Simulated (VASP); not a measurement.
Write the native input for VASP 6.6.1 that does the following.

| Property | Result |
| --- | --- |
| Task | relaxation of cell and atoms |
| Functional | PBE |
| Potentials or basis | VASP PAW PBE potentials, release 64 (Mg, Be, S) |
| Cutoff | 600 eV |
| k mesh | 8 × 8 × 8 |
| Occupations | gaussian, width 0.1 eV |
| Spin | no spin polarisation |
| Dipole correction | no |
| Further INCAR settings | ALGO = Normal; EDIFF = 1e-07; IBRION = 2; EDIFFG = -0.01; NSW = 100; ISIF = 3 |

The structure of MgBeS3 lies in POSCAR:

```
MgBeS3
1.0
    4.7436757370      0.0000000000      0.0000000000
    0.0000000000      4.7436757370      0.0000000000
    0.0000000000      0.0000000000      4.7436757370
Mg Be S
1 1 3
Direct
    0.5000000000      0.5000000000      0.5000000000
    0.0000000000      0.0000000000      0.0000000000
    0.0000000000      0.5000000000      0.5000000000
    0.5000000000      0.5000000000      0.0000000000
    0.5000000000      0.0000000000      0.5000000000
```

One way to write it, as run:

INCAR

```
PREC     = Accurate       # precision mode
ENCUT    = 600            # plane-wave cutoff, eV
EDIFF    = 1E-7           # SCF threshold, eV
ISMEAR   = 0              # smearing method
SIGMA    = 0.1            # smearing width, eV
LREAL    = F              # projectors in reciprocal space
LASPH    = T              # aspherical terms in the spheres
NELM     = 60             # most SCF steps
ALGO     = Normal         # electronic algorithm
ISIF     = 3              # what is computed and relaxed
LWAVE    = F              # write WAVECAR
LCHARG   = F              # write CHGCAR
GGA      = PE             # functional
IBRION   = 2              # ionic algorithm
NSW      = 100            # ionic steps
EDIFFG   = -0.01          # ionic threshold
```

KPOINTS

```
regular mesh
0
Gamma
  8 8 8
```

Potentials or basis: VASP PAW PBE potentials, release 64 (Mg, Be, S).

Command:

```console
$ cat potpaw_PBE.64/Mg/POTCAR potpaw_PBE.64/Be/POTCAR potpaw_PBE.64/S/POTCAR > POTCAR
$ mpirun -np 1 vasp_std > vasp.out
```

Results of the run:

- Pressure after relaxing: -0.1 GPa
- Band gap on the k mesh: zero (band 11 reaches 3.10 eV, above the bottom of band 12 at 2.08 eV)

Caveat: the relaxation stopped at its first step, so nothing moved.

It took 110 s on 1 thread of Intel(R) Xeon(R) Platinum 8259CL CPU @ 2.50GHz (Skylake/Cascade Lake) (shared host), peak memory 0.27 GiB.
